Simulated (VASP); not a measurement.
# CaBe2O3 (R-3m) in VASP: further runs, part 3 of 3

VASP 6.6.1. Earlier steps stand in the parts before.

**5. Relaxation of cell and atoms, PBE**

INCAR reads:

```
SYSTEM = CaBe2O3
PREC = Accurate
ENCUT = 600
EDIFF = 1E-7
ISMEAR = 0
SIGMA = 0.1
LREAL = .FALSE.
LASPH = .TRUE.
NELM = 100
ALGO = Normal
ISIF = 3
LWAVE = .FALSE.
LCHARG = .FALSE.
GGA = PE
IBRION = 2
NSW = 90
EDIFFG = -0.04
```

KPOINTS reads:

```
Automatic mesh
0
G
  6 6 6
  0 0 0
```

POSCAR reads:

```
CaBe2O3
1.0
    2.4167193200      1.3952935500      3.6327372700
   -2.4167193200      1.3952935500      3.6327372700
    0.0000000000     -2.7905871000      3.6327372700
Ca Be O
1 2 3
Direct
    0.0000000000      0.0000000000      0.0000000000
    0.8069464600      0.8069464600      0.8069464600
    0.1930535400      0.1930535400      0.1930535400
    0.0000000000      0.0000000000      0.5000000000
    0.5000000000      0.0000000000      0.0000000000
    0.0000000000      0.5000000000      0.0000000000
```

Potentials or basis: VASP PAW PBE potentials, release 64 (Ca_sv, Be, O).

Started as:

```sh
$ cat potpaw_PBE.64/Ca_sv/POTCAR potpaw_PBE.64/Be/POTCAR potpaw_PBE.64/O/POTCAR > POTCAR
$ mpirun -np 1 vasp_std > vasp.out
```

OUTCAR:

```text
SYSTEM = CaBe2O3
   PREC = Accurate
   ENCUT = 600
   EDIFF = 1E-7
   ISMEAR = 0
   LREAL = .FALSE.
   LASPH = .TRUE.
   NELM = 100
   ISIF = 3
   GGA = PE
   IBRION = 2
   NSW = 90
   EDIFFG = -0.04

 ion  position               nearest neighbor table
   1  0.000  0.000  0.000-   2 2.10   3 2.10   5 2.29   6 2.29   6 2.29   5 2.29   4 2.29   4 2.29

   2  0.807  0.807  0.807-   5 1.42   6 1.42   4 1.42   1 2.10
   3  0.193  0.193  0.193-   5 1.42   6 1.42   4 1.42   1 2.10
   4  0.000  0.000  0.500-   2 1.42   3 1.42   1 2.29   1 2.29
   5  0.500  0.000  0.000-   2 1.42   3 1.42   1 2.29   1 2.29
   6  0.000  0.500  0.000-   2 1.42   3 1.42   1 2.29   1 2.29

  LATTYP: Found a trigonal (rhomboedric) cell.
 ALAT       =     4.5808466941
 COS(alpha) =     0.4433388552

  Lattice vectors:

 A1 = (   2.4167193200,   1.3952935500,   3.6327372700)
[... 189 lines left out ...]
 E-fermi :   2.5365     XC(G=0):  -8.7704

 val. band max:        2.3309081647   @ k =   0.5000   0.5000   0.5000
 cond. band min:       2.7162940742   @ k =   0.0000   0.0000   0.0000
 fundamental gap:      0.3853859095
 Fermi energy:         2.5365413100

 k-point     1 :       0.0000    0.0000    0.0000
  band No.  band energies     occupation
      1     -37.3101      2.00000
      2     -18.8857      2.00000
      3     -18.3686      2.00000
      4     -18.3686      2.00000
      5     -16.7406      2.00000
      6     -15.5632      2.00000
[... 822 lines left out ...]
--------------------------------------- Ionic step        8  -------------------------------------------

 number of electron      31.9999993 magnetization

 Free energy of the ion-electron system (eV)
  ---------------------------------------------------
  ext. energy  EPLUGINS =         0.00000000
  ---------------------------------------------------
  free energy    TOTEN  =       -37.84250105 eV

  energy without entropy =      -37.84250105  energy(sigma->0) =      -37.84250105

 E-fermi :   1.3133     XC(G=0):  -7.8724

 val. band max:        0.9370590099   @ k =   0.5000   0.5000   0.5000
 cond. band min:       1.6760270003   @ k =   0.0000   0.0000   0.0000
 fundamental gap:      0.7389679904
 Fermi energy:         1.3133316428

 k-point     1 :       0.0000    0.0000    0.0000
  band No.  band energies     occupation
      1     -39.3000      2.00000
      2     -20.4594      2.00000
      3     -20.3261      2.00000
      4     -20.3261      2.00000
      5     -17.0915      2.00000
      6     -16.1362      2.00000
[... 576 lines left out ...]
  FREE ENERGIE OF THE ION-ELECTRON SYSTEM (eV)
  ---------------------------------------------------
  free  energy   TOTEN  =       -37.8425010520 eV

  energy  without entropy=      -37.8425010509  energy(sigma->0) =      -37.84250105

 reached required accuracy - stopping structural energy minimisation
```

OSZICAR:

```text
N       E                     dE             d eps       ncg     rms          rms(c)
DAV:   1     0.322358337981E+03    0.32236E+03   -0.18073E+04  1280   0.171E+03
DAV:   2    -0.230860907832E+02   -0.34544E+03   -0.33341E+03  1812   0.416E+02
DAV:   3    -0.448872477984E+02   -0.21801E+02   -0.21706E+02  1524   0.118E+02
[... 94 lines left out ...]
DAV:   4    -0.378425107893E+02    0.38409E-03   -0.12276E-03  2344   0.248E-01    0.361E-02
DAV:   5    -0.378425052352E+02    0.55541E-05   -0.58062E-05  1588   0.666E-02    0.220E-02
DAV:   6    -0.378425023327E+02    0.29025E-05   -0.18210E-05  1692   0.409E-02    0.706E-03
DAV:   7    -0.378425011021E+02    0.12305E-05   -0.75957E-06  1732   0.204E-02    0.212E-03
DAV:   8    -0.378425010520E+02    0.50149E-07   -0.71098E-07  1456   0.678E-03
   8 F= -.37842501E+02 E0= -.37842501E+02  d E =-.109552E-01
```

CONTCAR:

```text
CaBe2O3
   1.00000000000000
     2.6134714245650614    1.5088884305446770    3.9396107042851529
    -2.6134714245650614    1.5088884305446770    3.9396107042851529
    -0.0000000000000000   -3.0177768610893541    3.9396107042851529
  Ca              Be              O
     1     2     3
Direct
     0.0000000000000000    0.0000000000000000    0.0000000000000000
     0.8033603221990262    0.8033603221990262    0.8033603221990262
     0.1966396778009739    0.1966396778009739    0.1966396778009739
     0.0000000000000000    0.0000000000000000    0.5000000000000000
     0.5000000000000000    0.0000000000000000    0.0000000000000000
     0.0000000000000000    0.5000000000000000    0.0000000000000000

  0.00000000E+00  0.00000000E+00  0.00000000E+00
  0.00000000E+00  0.00000000E+00  0.00000000E+00
  0.00000000E+00  0.00000000E+00  0.00000000E+00
  0.00000000E+00  0.00000000E+00  0.00000000E+00
  0.00000000E+00  0.00000000E+00  0.00000000E+00
  0.00000000E+00  0.00000000E+00  0.00000000E+00
```

Wall time 8.1 min (1 thread of Oxide Virtual Turin-like, shared host); peak memory 0.25 GiB.

What came out:

| Quantity | Value |
| --- | --- |
| Free energy | -37.8425 eV |
| Relaxed volume | 15.54 Å³/atom |
| Relaxed cell | a = 4.963 Å, b = 4.963 Å, c = 4.963 Å, α = 63.56°, β = 63.56°, γ = 63.56° |
| Space group after relaxing (to 0.05 Å) | R-3m (No. 166) |
| Energy gained by relaxing | 298.6 meV/atom |
| Ionic steps | 8 |
| Pressure after relaxing | -0.2 GPa |
| Largest force after relaxing | 0.018 eV/Å |
| Band gap on the k mesh | 0.74 eV, indirect (least direct gap 0.76 eV) |

Forces on the atoms (eV/Å):
```
Ca   0.000  0.000  0.000
Be   0.000  0.000  0.018
Be   0.000  0.000 -0.018
O    0.000  0.000  0.000
O    0.000  0.000  0.000
O    0.000  0.000  0.000
```

Step by step:
| step | energy change (eV) | largest force (eV/Å) | pressure (GPa) | volume (Å³) |
| --- | --- | --- | --- | --- |
| 1 | 0.0000 | 2.9935 | 33.41 | 73.50 |
| 2 | -1.0997 | 2.1727 | -10.75 | 104.12 |
| 3 | -1.7602 | 0.4793 | 0.46 | 90.52 |
| 4 | -1.7603 | 0.4236 | 0.88 | 90.16 |
| 5 | -1.7759 | 0.1624 | 0.60 | 90.99 |
| 6 | -1.7804 | 0.0784 | 0.34 | 91.75 |
| 7 | -1.7902 | 0.0133 | -0.01 | 92.71 |
| 8 | -1.7914 | 0.0180 | -0.18 | 93.21 |

Final structure:
```
Ca Be O
1.0
     2.61347    1.50889    3.93961
    -2.61347    1.50889    3.93961
     0.00000   -3.01778    3.93961
Ca Be O
1 2 3
Cartesian
  0.0000 0.0000 0.0000
  0.0000 0.0000 9.4948
  0.0000 0.0000 2.3241
  0.0000 -1.5089 1.9698
  1.3067 0.7544 1.9698
  -1.3067 0.7544 1.9698
```

Levels at points of the mesh, in eV from the valence-band top:
```
           k point  band 12  band 13  band 14  band 15  band 16  band 17  band 18  band 19  band 20
(0.00, 0.00, 0.00)    -2.22    -2.22    -1.22    -1.22    -0.02     0.74     4.21     4.21     4.53
(0.50, 0.00, 0.00)    -3.23    -2.41    -2.07    -1.88    -0.56     2.44     3.87     4.71     5.10
(0.50, 0.50, 0.00)    -2.78    -2.61    -2.51    -1.84    -0.58     3.82     4.23     4.58     5.07
(0.50, 0.50, 0.50)    -2.68    -2.68    -1.43    -1.43     0.00     3.59     4.84     5.10     5.10
```

Caveat: the volume moved by over 15 % at a fixed basis, so the end points are rough. A k mesh can miss the band edges.

**6. Relaxation of cell and atoms, PBE**

This run uses another cell than the first one, of 15.46 Å³/atom, 1.262 times its volume.

INCAR reads:

```
SYSTEM = CaBe2O3
PREC = Accurate
ENCUT = 600
EDIFF = 1E-6
ISMEAR = 0
SIGMA = 0.02
LREAL = .FALSE.
LASPH = .TRUE.
NELM = 60
ALGO = Normal
ISIF = 3
LWAVE = .FALSE.
LCHARG = .FALSE.
GGA = PE
IBRION = 2
NSW = 100
EDIFFG = -0.01
```

KPOINTS is that of step 5.

POSCAR reads:

```
CaBe2O3
1.0
    2.6102425352      1.5070242303      3.9304431155
   -2.6102425352      1.5070242303      3.9304431155
    0.0000000000     -3.0140484607      3.9304431155
Ca Be O
1 2 3
Direct
    0.0000000000      0.0000000000      0.0000000000
    0.8033600963      0.8033600963      0.8033600963
    0.1966399037      0.1966399037      0.1966399037
    0.0000000000      0.0000000000      0.5000000000
    0.5000000000      0.0000000000      0.0000000000
    0.0000000000      0.5000000000      0.0000000000
```

Potentials or basis: VASP PAW PBE potentials, release 64 (Ca_sv, Be, O).

Started as:

```sh
$ cat potpaw_PBE.64/Ca_sv/POTCAR potpaw_PBE.64/Be/POTCAR potpaw_PBE.64/O/POTCAR > POTCAR
$ mpirun -np 1 vasp_std > vasp.out
```

It took 2.3 min on 1 thread of Oxide Virtual Turin-like, shared host; peak memory 0.26 GiB.

It converged, with:

| Property | Result |
| --- | --- |
| Free energy | -37.8657 eV |
| Relaxed volume | 15.47 Å³/atom |
| Relaxed cell | a = 4.955 Å, b = 4.955 Å, c = 4.955 Å, α = 63.58°, β = 63.58°, γ = 63.58° |
| Space group after relaxing (to 0.05 Å) | R-3m (No. 166) |
| Energy gained by relaxing | 0.0 meV/atom |
| Ionic steps | 3 |
| Pressure after relaxing | 0.0 GPa |
| Largest force after relaxing | 0.003 eV/Å |
| Band gap on the k mesh | 0.73 eV, indirect (least direct gap 0.76 eV) |

Forces in eV/Å, atoms in the order of the input:
```
Ca   0.000  0.000  0.000
Be   0.000  0.000  0.003
Be   0.000  0.000 -0.003
O    0.000  0.000  0.000
O    0.000  0.000  0.000
O    0.000  0.000  0.000
```

Final structure:
```xyz
6
Lattice="2.6104 1.5071 3.9333 -2.6104 1.5071 3.9333 0.0000 -3.0142 3.9333" Properties=species:S:1:pos:R:3 pbc="T T T"
Ca    0.0000    0.0000    0.0000
Be    0.0000    0.0000    9.4785
Be    0.0000    0.0000    2.3213
O     0.0000   -1.5071    1.9666
O     1.3052    0.7536    1.9666
O    -1.3052    0.7536    1.9666
```

Levels at points of the mesh, in eV from the valence-band top:
| k point | band 13 | band 14 | band 15 | band 16 | band 17 | band 18 | band 19 | band 20 |
| --- | --- | --- | --- | --- | --- | --- | --- | --- |
| (0.00, 0.00, 0.00) | -2.23 | -1.22 | -1.22 | -0.02 | 0.73 | 4.21 | 4.21 | 4.56 |
| (0.50, 0.00, 0.00) | -2.42 | -2.08 | -1.88 | -0.56 | 2.44 | 3.87 | 4.72 | 5.12 |
| (0.50, 0.50, 0.00) | -2.62 | -2.52 | -1.85 | -0.58 | 3.82 | 4.24 | 4.60 | 5.09 |
| (0.50, 0.50, 0.50) | -2.69 | -1.43 | -1.43 | 0.00 | 3.59 | 4.85 | 5.11 | 5.11 |

A k mesh can miss the band edges. As with any semilocal functional, this PBE gap is likely too small.

**7. Summary**

```csv
task,cell,cutoff (eV),smearing,gap on the mesh (eV),pressure (GPa),relaxed volume (Å³/atom),largest force (eV/Å)
single point,"a = 4.581 Å, angles 63.7°, 6 atoms",520,gaussian 0.1 eV,0.38,33.6,-,3.00
single point,"a = 4.953 Å, angles 63.6°, 6 atoms",520,gaussian 0.1 eV,0.74,0.2,-,0.03
single point,"a = 4.953 Å, angles 63.6°, 6 atoms",520,gaussian 0.02 eV,0.74,0.2,-,0.03
relaxation of cell and atoms,"relaxed from a = 4.581 Å, angles 63.7°, 6 atoms",600,gaussian 0.1 eV,0.74,-0.2,15.54,0.02
relaxation of cell and atoms,"relaxed from a = 4.953 Å, angles 63.6°, 6 atoms",600,gaussian 0.02 eV,0.73,0.0,15.47,-
```

Alike in all rows: level PBE; potentials or basis VASP PAW PBE potentials, release 64 (Ca_sv, Be, O); no spin polarisation; k mesh 6 × 6 × 6.

Caveats: forces of over 1 eV/Å act on the atoms, so gaps and moduli don't describe the material at rest (some runs); the volume moved by over 15 % at a fixed basis, so the end points are rough (some runs).

Absolute energies hang on the potentials; compare differences alone.
